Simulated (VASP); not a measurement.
# CaO in VASP: a series of runs, part 2 of 2

VASP 6.6.1.

### 5 Electric field gradients, PBE (xy shear strain of -4 %)

INCAR

```
SYSTEM = CaO
PREC = Accurate ; ENCUT = 520
EDIFF = 1E-8 ; ISMEAR = -1
SIGMA = 0.03 ; LREAL = .FALSE.
LASPH = .TRUE. ; NELM = 60
ALGO = Normal ; ISIF = 2
LWAVE = .FALSE. ; LCHARG = .FALSE.
GGA = PE ; LEFG = .TRUE.
NBANDS = 15
```

KPOINTS

```
regular mesh
0
G
  9 9 9
  0 0 0
```

POSCAR

```
CaO
1.0
   -0.0489800000      2.4490000000      2.4490000000
    2.4490000000     -0.0489800000      2.4490000000
    2.4000200000      2.4000200000      0.0000000000
Ca O
1 1
Direct
    0.0000000000      0.0000000000      0.0000000000
    0.5000000000      0.5000000000      0.5000000000
```

Potentials or basis: VASP PAW PBE potentials, release 64 (Ca_sv, O).

Launch:

```console
$ cat potpaw_PBE.64/Ca_sv/POTCAR potpaw_PBE.64/O/POTCAR > POTCAR
$ mpirun -np 1 vasp_std > vasp.out
```

OUTCAR:

```text
SYSTEM = CaO
   PREC = Accurate
   ENCUT = 520
   EDIFF = 1E-8
   ISMEAR = -1
   LREAL = .FALSE.
   LASPH = .TRUE.
   NELM = 60
   ISIF = 2
   GGA = PE

 ion  position               nearest neighbor table
   1  0.000  0.000  0.000-   2 2.45   2 2.45   2 2.45   2 2.45   2 2.45   2 2.45
   2  0.500  0.500  0.500-   1 2.45   1 2.45   1 2.45   1 2.45   1 2.45   1 2.45

  LATTYP: Found a body centered orthorhombic cell.
 ALAT       =     3.3941408340
 B/A-ratio  =     1.0408163265
 C/A-ratio  =     1.4430750636

  Lattice vectors:

 A1 = (   0.0489800000,  -2.4490000000,  -2.4490000000)
 A2 = (  -0.0489800000,   2.4490000000,  -2.4490000000)
 A3 = (   2.4490000000,  -0.0489800000,   2.4490000000)

Analysis of symmetry for initial positions (statically):
=====================================================================
 Subroutine PRICEL returns:
 Original cell was already a primitive cell.

 Routine SETGRP: Setting up the symmetry group for a
 body centered orthorhombic supercell.

 Subroutine GETGRP returns: Found  8 space group operations
 (whereof  8 operations were pure point group operations)
 out of a pool of  8 trial point group operations.

The static configuration has the point symmetry D_2h.

Analysis of symmetry for dynamics (positions and initial velocities):
=====================================================================
 Subroutine PRICEL returns:
 Original cell was already a primitive cell.

 Routine SETGRP: Setting up the symmetry group for a
 body centered orthorhombic supercell.

 Subroutine GETGRP returns: Found  8 space group operations
 (whereof  8 operations were pure point group operations)
 out of a pool of  8 trial point group operations.

The dynamic configuration has the point symmetry D_2h.

 Subroutine INISYM returns: Found  8 space group operations
 (whereof  8 operations are pure point group operations),
 and found     1 'primitive' translations

----------------------------------------------------------------------------------------

                                     Primitive cell

  volume of cell :      29.3645

  direct lattice vectors                    reciprocal lattice vectors
    -0.048980000  2.449000000  2.449000000    -0.200161731  0.200161731  0.204164965
     2.449000000 -0.048980000  2.449000000     0.200161731 -0.200161731  0.204164965
     2.400020000  2.400020000  0.000000000     0.208331597  0.208331597 -0.204164965

  length of vectors
     3.463755338  3.463755338  3.394140834     0.349016862  0.349016862  0.358451450

  position of ions in fractional coordinates (direct lattice)
     0.000000000  0.000000000  0.000000000
     0.500000000  0.500000000  0.500000000

  ion indices of the primitive-cell ions
   primitive index   ion index
                 1           1
                 2           2

----------------------------------------------------------------------------------------

 KPOINTS: regular mesh

Automatic generation of k-mesh.
 Grid dimensions read from file:
 generate k-points for:    9    9    9

 Generating k-lattice:
[... 82 lines left out ...]
     AMIX_MAG =   1.60;   BMIX_MAG =  1.00
  volume/ion in A,a.u.               =      14.68        99.08
  Fermi-wavevector in a.u.,A,eV,Ry     =   1.337131  2.526811 24.326119  1.787919
  Thomas-Fermi vector in A             =   2.465704
   LORBIT       =      0    0 simple, 1 ext, 2 COOP (PROOUT), +10 PAW based schemes
   GGA     = PE    functional components
   LHFCALC =     F    Hartree Fock is set to
   AEXX    =    0.0000 exact exchange contribution
   IVDW    =     0    specifies the selected vdW correction
   LEPSILON=     F    determine dielectric tensor
   LRPA    =     F    only Hartree local field effects (RPA)
 non-spin polarized calculation
  energy-cutoff  :      520.00
  volume of cell :       29.36
 maximum number of plane-waves:       805
 NGX is ok and might be reduce to    28
   NGX = 13   NGY = 13   NGZ = 13

 number of electron      16.0000001 magnetization

 Free energy of the ion-electron system (eV)
  ---------------------------------------------------
  ext. energy  EPLUGINS =         0.00000000
  ---------------------------------------------------
  free energy    TOTEN  =       -12.78425699 eV

  energy without entropy =      -12.78425699  energy(sigma->0) =      -12.78425699

 E-fermi :   2.7316     XC(G=0): -10.2056

 val. band max:        2.1153020875   @ k =   0.0000   0.0000   0.0000
 cond. band min:       5.7325509241   @ k =   0.4444   0.4444   0.0000
 fundamental gap:      3.6172488365
 Fermi energy:         2.7316343075

 k-point     1 :       0.0000    0.0000    0.0000
  band No.  band energies     occupation
      1     -35.8389      2.00000
      2     -16.6394      2.00000
      3     -16.6386      2.00000
      4     -16.6361      2.00000
      5     -13.3810      2.00000
      6       1.9818      2.00000
      7       2.0419      2.00000
      8       2.1153      2.00000
      9       6.2970      0.00000
     10       7.9368      0.00000
     11       8.1182      0.00000
     12       8.3085      0.00000
     13       9.5380      0.00000
     14       9.5421      0.00000
[... 401 lines left out ...]
      2     -17.1344      2.00000
      3     -16.8301      2.00000
      4     -16.8096      2.00000
      5     -13.1159      2.00000
      6       0.6654      2.00000
      7       1.5720      2.00000
      8       1.7595      2.00000
      9       5.7326      0.00000
     10       9.6067      0.00000
     11      10.5781      0.00000
     12      11.1133      0.00000
     13      11.1368      0.00000
     14      12.5997      0.00000
     15      15.1591      0.00000

 [... further k-points ...]

------------------------ aborting loop because EDIFF is reached ----------------------------------------

  FORCE on cell =-STRESS in cart. coord.  units (eV):
  Direction    XX          YY          ZZ          XY          YZ          ZX
  --------------------------------------------------------------------------------------
  -------------------------------------------------------------------------------------
  Total       -0.6379990     -0.6379990     -0.6662375      0.5438291      0.0000000      0.0000000
  in kB      -34.8103196    -34.8103196    -36.3510609     29.6722452      0.0000000      0.0000000
  external PRESSURE =     -35.3239000 kB  Pullay stress =       0.0000000 kB

 VOLUME and BASIS-vectors are now :
 -----------------------------------------------------------------------------
  energy-cutoff  :      520.00
  volume of cell :       29.36
      direct lattice vectors                 reciprocal lattice vectors
    -0.048980000  2.449000000  2.449000000    -0.200161731  0.200161731  0.204164965
     2.449000000 -0.048980000  2.449000000     0.200161731 -0.200161731  0.204164965
     2.400020000  2.400020000  0.000000000     0.208331597  0.208331597 -0.204164965

 POSITION                                       TOTAL-FORCE (eV/Angst)
 -----------------------------------------------------------------------------------
      0.00000      0.00000      0.00000         0.000000      0.000000     -0.000000
      2.40002      2.40002      2.44900         0.000000     -0.000000      0.000000
 -----------------------------------------------------------------------------------
    total drift:                                0.000000      0.000000      0.000000

  FREE ENERGIE OF THE ION-ELECTRON SYSTEM (eV)
  ---------------------------------------------------
  free  energy   TOTEN  =       -12.7842569907 eV

  energy  without entropy=      -12.7842569907  energy(sigma->0) =      -12.78425699

 Electric field gradients (V/A^2)
---------------------------------------------------------------------
 ion       V_xx      V_yy      V_zz      V_xy      V_xz      V_yz
---------------------------------------------------------------------
   1       0.144     0.144    -0.288     5.533    -0.000    -0.000
   2      -0.075    -0.075     0.151    -3.283    -0.001    -0.001
---------------------------------------------------------------------

 Electric field gradients after diagonalization (V/A^2)
 (convention: |V_zz| > |V_xx| > |V_yy|)
----------------------------------------------------------------------
 ion       V_xx      V_yy      V_zz     asymmetry (V_yy - V_xx)/ V_zz
----------------------------------------------------------------------
   1      -5.389    -0.288     5.677       0.898
   2       3.207     0.151    -3.358       0.910
----------------------------------------------------------------------

           NMR quadrupolar parameters

 Cq : quadrupolar parameter    Cq=e*Q*V_zz/h
 eta: asymmetry parameters     (V_yy - V_xx)/ V_zz
 Q  : nuclear electric quadrupole moment in mb (millibarn)
----------------------------------------------------------------------
 ion       Cq(MHz)       eta       Q (mb)
----------------------------------------------------------------------
   1       0.014       0.898       1.000
   2      -0.008       0.910       1.000
----------------------------------------------------------------------
```

OSZICAR:

```text
N       E                     dE             d eps       ncg     rms          rms(c)
DAV:   1     0.123373789375E+03    0.12337E+03   -0.82639E+03  3750   0.108E+03
DAV:   2    -0.907692996905E+01   -0.13245E+03   -0.12276E+03  4682   0.285E+02
DAV:   3    -0.143516476549E+02   -0.52747E+01   -0.52373E+01  4499   0.591E+01
DAV:   4    -0.144957327340E+02   -0.14409E+00   -0.14402E+00  5416   0.868E+00
DAV:   5    -0.144967935266E+02   -0.10608E-02   -0.10607E-02  4409   0.704E-01    0.857E+00
DAV:   6    -0.128755343289E+02    0.16213E+01   -0.53638E+00  4219   0.219E+01    0.377E+00
DAV:   7    -0.127877148932E+02    0.87819E-01   -0.43212E-01  4088   0.661E+00    0.182E+00
DAV:   8    -0.127847343500E+02    0.29805E-02   -0.78362E-02  4842   0.302E+00    0.402E-01
DAV:   9    -0.127835574016E+02    0.11769E-02   -0.42773E-03  3949   0.533E-01    0.114E-01
DAV:  10    -0.127842830958E+02   -0.72569E-03   -0.80800E-04  4773   0.252E-01    0.517E-02
DAV:  11    -0.127842560905E+02    0.27005E-04   -0.46570E-05  4486   0.842E-02    0.571E-03
DAV:  12    -0.127842568615E+02   -0.77097E-06   -0.88749E-06  4317   0.254E-02    0.492E-03
DAV:  13    -0.127842569525E+02   -0.90981E-07   -0.38939E-07  4679   0.745E-03    0.919E-04
DAV:  14    -0.127842570149E+02   -0.62362E-07   -0.77146E-08  5778   0.253E-03    0.211E-04
DAV:  15    -0.127842569936E+02    0.21275E-07   -0.30115E-09  2611   0.512E-04    0.179E-04
DAV:  16    -0.127842569907E+02    0.28876E-08   -0.14356E-09  2071   0.344E-04
   1 F= -.12784257E+02 E0= -.12784257E+02  d E =-.282980E-11
```

stdout:

```text
POSCAR found type information on POSCAR CaO
 POSCAR found :  2 types and       2 ions
 scaLAPACK will be used
 LDA part: xc-table for (Slater+PW92), standard interpolation
 POSCAR, INCAR and KPOINTS ok, starting setup
 FFT: planning ... GRIDC
 FFT: planning ... GRID_SOFT
 FFT: planning ... GRID
 WAVECAR not read
 entering main loop
ion   1

ion   2
```

Wall time 56 s (1 thread of Intel Xeon Platinum 8259CL at 2.50GHz (Skylake/Cascade Lake), shared host); peak memory 0.2 GiB.

What came out:

```yaml
Free_energy: -12.7843 eV
Pressure: -3.5 GPa
Band_gap_on_the_k_mesh: 3.62 eV (least direct gap 3.97 eV)
Largest_electric_field_gradient_by_atom: Ca +5.7; O -3.4 V/Å²
```

Stress tensor (GPa, compression positive):
```
-3.48  2.97  0.00
 2.97 -3.48  0.00
 0.00  0.00 -3.64
```

Electric field gradients, principal values (V/Å²):
| atom | least | middle | greatest (by size) |
| --- | --- | --- | --- |
| 1 Ca | -0.288 | -5.389 | 5.677 |
| 2 O | 0.151 | 3.207 | -3.358 |

Caveat: the cell differs from its parent crystal (xy shear strain of -4 %); the cell stands under tension; without QUAD_EFG the Cq values of the log hold for a quadrupole moment of 1 mb, not for the nuclei.

### 6 Summary

```csv
level,cell,gap on the mesh (eV),pressure (GPa)
PBE,"a = 3.396 Å, angles 62.7°, 2 atoms",3.55,-3.5
RPBE,"a = 3.396 Å, angles 62.7°, 2 atoms",3.65,0.0
PBE,"a = 3.464, b = 3.464, c = 3.394 Å, angles 60.7, 60.7, 61.3°, 2 atoms",3.62,-3.5
```

Alike in all rows: task electric field gradients; potentials or basis VASP PAW PBE potentials, release 64 (Ca_sv, O); no spin polarisation; k mesh 9 × 9 × 9; cutoff (eV) 520; smearing fermi-dirac 0.03 eV.

Caveats: the cell stands under tension (at least some runs); the PAW data sets were made with another functional, which shifts forces and pressure a little (at least some runs).

Total energies depend on the potentials used, so only differences within one code and one set of settings carry meaning.
